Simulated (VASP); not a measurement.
Crystal: AlN.

```
CELL_PARAMETERS angstrom
3.11300 0.00000 0.00000
-1.55650 2.69594 0.00000
0.00000 0.00000 4.98100
ATOMIC_POSITIONS crystal
Al 0.33333 0.66667 0.99902
Al 0.66667 0.33333 0.49902
N 0.33333 0.66667 0.38098
N 0.66667 0.33333 0.88098
```

Base run:

```yaml
Program: VASP 6.6.1
Functional: PBE
Potentials_or_basis: VASP PAW PBE potentials, release 64 (Al, N)
Cutoff: 520 eV
k_mesh: 11 × 11 × 6
Occupations: fermi-dirac, width 0.02 eV
Spin: no spin polarisation
```

Its results: band gap on the k mesh 4.19 eV, direct; pressure 3.4 GPa.

Task: The run is repeated on the same cell with these changes: functional from PBE to r2SCAN; further incar settings from ALGO = Normal; EDIFF = 1e-06; NBANDS = 16 to ALGO = Normal; EDIFF = 1e-08; NBANDS = 16. What comes out?

Result: Band gap on the k mesh 4.87 eV, direct; pressure -1.4 GPa.

Caveats: the PAW data sets were made with another functional, which shifts forces and pressure a little (some runs).

A k mesh can miss the band edges.
